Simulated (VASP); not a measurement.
Sn3Te, 4 atoms in the cell. The structure is tetragonal, space group I4/mmm (No. 139). The conventional cell has a = 4.602 Å, b = 4.602 Å, c = 11.033 Å, α = 90.00°, β = 90.00°, γ = 90.00°. Within 4.3 Å of Te (site symmetry 4/mmm) lie 12 Sn at 3.25 to 3.59 Å. Sn (site symmetry 4/mmm) has 4 Te at 3.25 Å and 8 Sn at 3.59 Å within 4.3 Å. Sn (site symmetry -4m2) has 8 Sn at 3.25 to 3.59 Å and 4 Te at 3.59 Å within 4.3 Å. 

```yaml
Program: VASP 6.6.1
Task: single point
Functional: LDA
Potentials_or_basis: VASP PAW LDA potentials, release 64 (Te, Sn_d)
Cutoff: 520 eV
k_mesh: 8 × 8 × 8
Occupations: fermi-dirac, width 0.05 eV
Spin: no spin polarisation
Dipole_correction: no
Further_INCAR_settings: ALGO = Fast; EDIFF = 1e-06; NBANDS = 32
```

Potentials or basis: VASP PAW LDA potentials, release 64 (Te, Sn_d).

The run is started by

```sh
$ cat potpaw_LDA.64/Te/POTCAR potpaw_LDA.64/Sn_d/POTCAR > POTCAR
$ mpirun -np 1 vasp_std > vasp.out
```

Hardware: 1 thread of Intel(R) Xeon(R) Platinum 8375C CPU @ 2.90GHz (Ice Lake) (shared host).

Task: Estimate the wall time of this run.

Result: Wall time 4.7 min on 1 thread of Intel(R) Xeon(R) Platinum 8375C CPU @ 2.90GHz (Ice Lake) (shared host), peak memory 0.37 GiB. Counts: scf iterations 13, k points 59.
